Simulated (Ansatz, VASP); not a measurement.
# GeCN2: VASP beside Ansatz

File INCAR:

```
SYSTEM = GeCN2
PREC     = Accurate       ! precision mode
ENCUT    = 520            ! plane-wave cutoff, eV
EDIFF    = 1E-6           ! SCF threshold, eV
ISMEAR   = -1             ! smearing method
SIGMA    = 0.05           ! smearing width, eV
LREAL    = .FALSE.        ! projectors in reciprocal space
LASPH    = .TRUE.         ! aspherical terms in the spheres
NELM     = 60             ! most SCF steps
ALGO     = Normal         ! electronic algorithm
ISIF     = 2              ! what is computed and relaxed
LWAVE    = .FALSE.        ! write WAVECAR
LCHARG   = .FALSE.        ! write CHGCAR
GGA      = PE             ! functional
NBANDS   = 22             ! bands
```

The input KPOINTS:

```
Automatic mesh
0
G
  9 9 9
  0 0 0
```

File POSCAR:

```
GeCN2
1.0
    1.7695469874      1.0216484295      4.8554361226
   -1.7695469874      1.0216484295      4.8554361226
    0.0000000000     -2.0432968590      4.8554361226
Ge N C
1 2 1
Direct
    0.0000000000      0.0000000000      0.0000000000
    0.5839044000      0.5839044000      0.5839044000
    0.4160956000      0.4160956000      0.4160956000
    0.5000000000      0.5000000000      0.5000000000
```

File input.yaml:

```yaml
crystal:
  lattice:
    - [1.7695469874, 1.0216484295, 4.8554361226]
    - [-1.7695469874, 1.0216484295, 4.8554361226]
    - [0.0, -2.043296859, 4.8554361226]
  atoms:
    - { symbol: Ge, position: [0.0, 0.0, 0.0] }
    - { symbol: "N", position: [0.5839044, 0.5839044, 0.5839044] }
    - { symbol: "N", position: [0.4160956, 0.4160956, 0.4160956] }
    - { symbol: C, position: [0.5, 0.5, 0.5] }
hamiltonian:
  xc: pbe
  pseudopotentials: { kind: paw }
kpoints:
  mp_grid: { grid: [9, 9, 9] }
scf:
  occupations: { method: fermi_dirac, width: 0.05 }
output:
  forces: true
  stress: true
  eigenvalues: true
```

Alike in both runs: task single point; functional PBE; k mesh 9 × 9 × 9; occupations fermi-dirac, width 0.05 eV; no spin polarisation.

```csv
,VASP,Ansatz
version,VASP 6.6.1,Ansatz 0.2.0
potentials or method,"VASP PAW PBE potentials, release 64 (Ge_d, N, C)",Ansatz PAW
plane-wave cutoff (eV),520,420
valence electrons in the cell,28,28
```

```tsv
	VASP	Ansatz	Ansatz less VASP
gap on the k mesh at the Fermi level (eV)	1.02	1.02	+0.001
least direct gap on the mesh (eV)	1.80	1.81	+0.016
pressure (GPa)	6.0	5.8	-0.17
traceless stress, the component that is largest in VASP (GPa)	7.34	6.71	-0.634
rms of the force components (eV/Å)	0.532	0.485	-0.0469
```

Atom by atom the forces differ by 0.047 eV/Å (rms over components).

Noted on VASP's run: the standard files for N, O and F lose accuracy on very short bonds. Noted on Ansatz's run: odd divisions of the mesh miss points on the zone boundary, where band edges often lie, so the gap on the mesh can be too wide.
